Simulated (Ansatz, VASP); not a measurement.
**Two plane-wave programs on HCl**

INCAR

```
  PREC = Accurate
  ENCUT = 520
  EDIFF = 1E-6
  ISMEAR = 0
  SIGMA = 0.15
  LREAL = False
  LASPH = True
  NELM = 60
  ALGO = Normal
  ISIF = 2
  LWAVE = False
  LCHARG = False
  GGA = PS
  NBANDS = 11
```

KPOINTS

```
Automatic mesh
0
Gamma
  16 16 16
```

The input POSCAR:

```
HCl
1.0
    0.0000000000      2.6690625000      2.8743750000
    2.6690625000      0.0000000000      2.8743750000
    2.6690625000      2.6690625000      0.0000000000
H Cl
1 1
Direct
    0.0000000000      0.0000000000      0.0000000000
    0.5000000000      0.5000000000      0.5000000000
```

Input for Ansatz:

```yaml
crystal:
  lattice:
    - [0.0, 2.6690625, 2.874375]
    - [2.6690625, 0.0, 2.874375]
    - [2.6690625, 2.6690625, 0.0]
  atoms:
    - { symbol: H, position: [0.0, 0.0, 0.0] }
    - { symbol: Cl, position: [0.5, 0.5, 0.5] }
basis:
  ecutwfc: 420
kpoints:
  mp_grid: { grid: [16, 16, 16] }
hamiltonian:
  xc: pbesol
scf:
  occupations: { method: gaussian, width: 0.15 }
output:
  forces: true
  stress: true
  eigenvalues: true
```

Change from the starting cell: strain -0.025 along x and y, +0.050 along z, atoms carried along.

Alike in both runs: task single point; functional PBEsol; k mesh 16 × 16 × 16; occupations gaussian, width 0.15 eV; no spin polarisation.

|  | VASP | Ansatz |
| --- | --- | --- |
| version | VASP 6.6.1 | Ansatz 0.2.0 |
| potentials or method | VASP PAW PBE potentials, release 64 (H, Cl), cutoff 520 eV | scalar-relativistic, plane waves, PAW |
| valence electrons in the cell | 8 | 8 |

VASP gave:

| Item | Value |
| --- | --- |
| gap on the k mesh at the Fermi level (eV) | none |
| pressure (GPa) | -10.4 |
| traceless stress, the component that is largest in VASP (GPa) | 3.40 |

Problem. Estimate Ansatz's values.

Solution. gap on the k mesh at the Fermi level (eV): none; pressure (GPa): -10.3; traceless stress, the component that is largest in VASP (GPa): 3.39.

VASP's potentials were made for PBE, not for PBEsol. A gap of «none» marks a metal or a gap that the smearing closes.
